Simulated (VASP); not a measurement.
A run of VASP 6.6.1 is set up as follows.

Contents of INCAR:

```
PREC = Accurate ; ENCUT = 520
EDIFF = 1E-7 ; ISMEAR = 0
SIGMA = 0.05 ; LREAL = F
LASPH = T ; NELM = 100
ALGO = Normal ; ISIF = 2
LWAVE = F ; LCHARG = T
GGA = PE ; IVDW = 12
LELF = T ; LVHAR = T
NBANDS = 35
```

File KPOINTS:

```
Automatic mesh
0
Gamma
  12 12 4
```

File POSCAR:

```
SnO2
1.0
    3.2648065132      0.0000000000      0.0000000000
   -1.6324032566      2.8274053789      0.0000000000
    0.0000000000      0.0000000000     10.5056250869
Sn O
2 4
Direct
   -0.1949598692      0.0000000000      0.5000000000
    0.1949598692      0.0000000000      0.0000000000
    0.4692314443      0.3333333333      0.4017901351
    0.8641018891      0.3333333333      0.0982098649
    0.1358981109      0.6666666667      0.5982098649
    0.5307685557      0.6666666667      0.9017901351
```

Potentials or basis: VASP PAW PBE potentials, release 64 (Sn_d, O).

The run is started by

```console
$ cat potpaw_PBE.64/Sn_d/POTCAR potpaw_PBE.64/O/POTCAR > POTCAR
$ mpirun -np 1 vasp_std > vasp.out
```

(1) Predict the largest force.

(2) Predict the pressure.

Results:

(1) 0.417 eV/Å.

(2) -5.7 GPa.
